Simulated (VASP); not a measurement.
# Os (R-3m) in VASP: further runs, part 2 of 2

VASP 6.6.1. Earlier steps stand in the parts before.

## Step 4: Single point, PBEsol

This run uses another cell than the first one, of the same volume but with other edges.

The input, INCAR:

```
  PREC = Accurate
  ENCUT = 520
  EDIFF = 1E-7
  ISMEAR = 0
  SIGMA = 0.15
  LREAL = F
  LASPH = T
  NELM = 60
  ALGO = Fast
  ISIF = 2
  LWAVE = F
  LCHARG = F
  GGA = PS
  NBANDS = 10
```

The input, KPOINTS:

```
Automatic mesh
0
Gamma
  24 24 24
```

The input, POSCAR:

```
Os
1.0
    0.4741027769      2.2086251316      2.2086251316
    2.2086251316      0.4741027769      2.2086251316
    2.2086251316      2.2086251316      0.4741027769
Os
1
Direct
    0.0000000000      0.0000000000      0.0000000000
```

Potentials or basis: VASP PAW PBE potentials, release 64 (Os).

Started as:

```sh
cat potpaw_PBE.64/Os/POTCAR > POTCAR
mpirun -np 1 vasp_std > vasp.out
```

OUTCAR:

```text
PREC = Accurate
   ENCUT = 520
   EDIFF = 1E-7
   ISMEAR = 0
   LREAL = F
   LASPH = T
   NELM = 60
   ISIF = 2
   GGA = PS

 ion  position               nearest neighbor table
   1  0.000  0.000  0.000-

  LATTYP: Found a trigonal (rhomboedric) cell.
 ALAT       =     3.1592441164
 COS(alpha) =     0.6985651702

  Lattice vectors:

 A1 = (   0.4741027769,   2.2086251316,   2.2086251316)
 A2 = (   2.2086251316,   0.4741027769,   2.2086251316)
 A3 = (   2.2086251316,   2.2086251316,   0.4741027769)

Analysis of symmetry for initial positions (statically):
=====================================================================
 Subroutine PRICEL returns:
 Original cell was already a primitive cell.

 Routine SETGRP: Setting up the symmetry group for a
 trigonal (rhombohedral) supercell.

 Subroutine GETGRP returns: Found 12 space group operations
 (whereof 12 operations were pure point group operations)
 out of a pool of 12 trial point group operations.

The static configuration has the point symmetry D_3d.

Analysis of symmetry for dynamics (positions and initial velocities):
[... 157 lines left out ...]

 E-fermi :   8.7214     XC(G=0): -13.7037

 val. band max:        8.7211036959   @ k =  -0.2500  -0.2917   0.0833
 cond. band min:       8.7222169404   @ k =  -0.3333   0.2500   0.2083
 fundamental gap:      0.0011132445
 Fermi energy:         8.7213954941

 k-point     1 :       0.0000    0.0000    0.0000
  band No.  band energies     occupation
      1      -1.9760      2.00000
      2       2.6645      2.00000
      3       5.8642      2.00000
      4       5.8642      2.00000
      5      10.2906      0.00000
      6      10.2906      0.00000
      7      18.9901      0.00000
      8      25.9476      0.00000
      9      32.4939      0.00000
     10      33.1464      0.00000
[... 287 lines left out ...]
 k-point    24 :       0.4583    0.0417    0.0000
  band No.  band energies     occupation
      1       0.7082      2.00000
      2       3.3326      2.00000
      3       7.8277      2.00000
      4       8.1295      2.00000
      5       9.3696      0.00000
      6      13.3696      0.00000
      7      19.7015      0.00000
      8      22.5707      0.00000
      9      26.1118      0.00000
     10      31.8253      0.00000

 [... further k-points ...]
[... 5 lines left out ...]
  --------------------------------------------------------------------------------------
  -------------------------------------------------------------------------------------
  Total        3.8088387      3.8088387      3.8088387     -3.9400080     -3.9400080     -3.9400080
  in kB      414.6812060    414.6812060    414.6812060   -428.9620483   -428.9620483   -428.9620483
  external PRESSURE =     414.6812060 kB  Pullay stress =       0.0000000 kB

 VOLUME and BASIS-vectors are now :
 -----------------------------------------------------------------------------
  energy-cutoff  :      520.00
  volume of cell :       14.72
      direct lattice vectors                 reciprocal lattice vectors
     0.474102777  2.208625132  2.208625132    -0.316204260  0.260323334  0.260323334
     2.208625132  0.474102777  2.208625132     0.260323334 -0.316204260  0.260323334
     2.208625132  2.208625132  0.474102777     0.260323334  0.260323334 -0.316204260

 POSITION                                       TOTAL-FORCE (eV/Angst)
 -----------------------------------------------------------------------------------
      0.00000      0.00000      0.00000         0.000000     -0.000000      0.000000
 -----------------------------------------------------------------------------------
    total drift:                               -0.000000      0.000000     -0.000000

  FREE ENERGIE OF THE ION-ELECTRON SYSTEM (eV)
  ---------------------------------------------------
  free  energy   TOTEN  =       -10.4493199628 eV

  energy  without entropy=      -10.4353448449  energy(sigma->0) =      -10.44233240
```

OSZICAR:

```text
N       E                     dE             d eps       ncg     rms          rms(c)
DAV:   1     0.367567390095E+02    0.36757E+02   -0.42322E+03 26956   0.743E+02
DAV:   2    -0.993324446682E+01   -0.46690E+02   -0.43944E+02 26912   0.202E+02
DAV:   3    -0.110460274067E+02   -0.11128E+01   -0.11022E+01 31954   0.288E+01
DAV:   4    -0.110489366136E+02   -0.29092E-02   -0.29086E-02 30008   0.166E+00
DAV:   5    -0.110489467839E+02   -0.10170E-04   -0.10170E-04 30386   0.864E-02    0.185E+01
RMM:   6    -0.105945552777E+02    0.45439E+00   -0.18259E-01 26429   0.331E+00    0.903E+00
RMM:   7    -0.104529193633E+02    0.14164E+00   -0.20195E-01 27057   0.322E+00    0.103E+00
RMM:   8    -0.104511942553E+02    0.17251E-02   -0.61582E-03 29792   0.984E-01    0.105E+00
RMM:   9    -0.104496037239E+02    0.15905E-02   -0.90517E-04 30544   0.264E-01    0.194E-01
RMM:  10    -0.104493195169E+02    0.28421E-03   -0.39835E-04 29034   0.165E-01    0.187E-01
RMM:  11    -0.104493197968E+02   -0.27992E-06   -0.26026E-05 31229   0.637E-02    0.989E-02
RMM:  12    -0.104493196965E+02    0.10026E-06   -0.39758E-06 31105   0.159E-02    0.191E-02
RMM:  13    -0.104493201214E+02   -0.42482E-06   -0.63079E-07 31194   0.939E-03    0.197E-02
RMM:  14    -0.104493199620E+02    0.15934E-06   -0.15697E-07 23476   0.370E-03    0.206E-03
RMM:  15    -0.104493199628E+02   -0.76261E-09   -0.25500E-08 19212   0.197E-03
   1 F= -.10449320E+02 E0= -.10442332E+02  d E =-.139751E-01
```

It took 77 s on 1 thread of Intel Xeon 6975P-C (Granite Rapids), shared host; peak memory 0.32 GiB.

Results:

| Property | Result |
| --- | --- |
| Free energy | -10.4493 eV |
| Pressure | 41.5 GPa |
| Band gap on the k mesh | zero (band 4 reaches 10.11 eV, above the bottom of band 5 at 7.29 eV) |

Caveat: the PAW data sets were made with another functional, which shifts forces and pressure a little; spin-orbit coupling is left out, which moves the levels of the heavy elements.

## Step 5: Overview

| cell | further INCAR settings | gap on the mesh (eV) | pressure (GPa) |
| --- | --- | --- | --- |
| a = 3.781 Å, angles 33.6°, 1 atom | ALGO = Fast; EDIFF = 1e-06; NBANDS = 10 | none | 217.0 |
| a = 2.523 Å, angles 75.3°, 1 atom | ALGO = Fast; EDIFF = 1e-06; NBANDS = 10 | none | 18.3 |
| a = 3.159 Å, angles 45.7°, 1 atom | ALGO = Fast; EDIFF = 1e-07; NBANDS = 10 | none | 41.5 |

Alike in all rows: task single point; level PBEsol; potentials or basis VASP PAW PBE potentials, release 64 (Os); no spin polarisation; k mesh 24 × 24 × 24; cutoff (eV) 520; smearing gaussian 0.15 eV.

Caveats: the PAW data sets were made with another functional, which shifts forces and pressure a little; spin-orbit coupling is left out, which moves the levels of the heavy elements.

Total energies depend on the potentials used, so only differences within one code and one set of settings carry meaning.
